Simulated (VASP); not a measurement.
Runs of VASP 6.6.1 on SiO2. The structure is that of space group P4_2/mnm (No. 136), or close to it. The cells are those of the table. 

| cell | gap on the mesh (eV) | pressure (GPa) | largest force (eV/Å) |
| --- | --- | --- | --- |
| a = 4.131, b = 4.131, c = 2.951 Å, 6 atoms | 3.83 | -26.3 | 0.35 |
| a = 4.211, b = 4.211, c = 2.508 Å, 6 atoms | 6.58 | 17.8 | 0.04 |
| a = 4.453, b = 4.453, c = 2.466 Å, 6 atoms | 4.86 | (d) | 1.52 |
| a = 3.963, b = 3.963, c = 2.831 Å, 6 atoms | (b) | 10.5 | 0.57 |
| a = 4.242, b = 4.242, c = 2.717 Å, 6 atoms | 4.72 | -17.5 | 0.35 |
| a = 4.210, b = 4.210, c = 3.007 Å, 6 atoms | 2.95 | -37.2 | 0.27 |
| a = 4.000, b = 4.000, c = 2.964 Å, 6 atoms | 4.69 | -10.4 | 0.62 |
| a = 4.486, b = 4.486, c = 2.576 Å, 6 atoms | 4.00 | -24.8 | 1.71 |
| a = 3.781, b = 3.781, c = 2.905 Å, 6 atoms | 4.90 | (c) | 0.55 |
| a = 4.032, b = 4.032, c = 3.098 Å, 6 atoms | (a) | -24.7 | 0.82 |
| a = 4.098, b = 4.098, c = 2.823 Å, 6 atoms | 4.96 | -10.9 | 0.26 |
| a = 4.164, b = 4.164, c = 2.480 Å, 6 atoms | 7.22 | 32.2 | 0.32 |

Alike in all rows: task single point; level LDA; potentials or basis VASP PAW LDA potentials, release 64 (Si, O); no spin polarisation; k mesh 6 × 6 × 10; cutoff (eV) 520; smearing gaussian 0.05 eV.

**Question.** Estimate the missing entries.

**Answer.** (a) 3.64; (b) 5.20; (c) 42.3; (d) -7.3.

Caveats: forces of over 1 eV/Å act on the atoms, so gaps and moduli don't describe the material at rest (some runs).

A k mesh can miss the band edges.
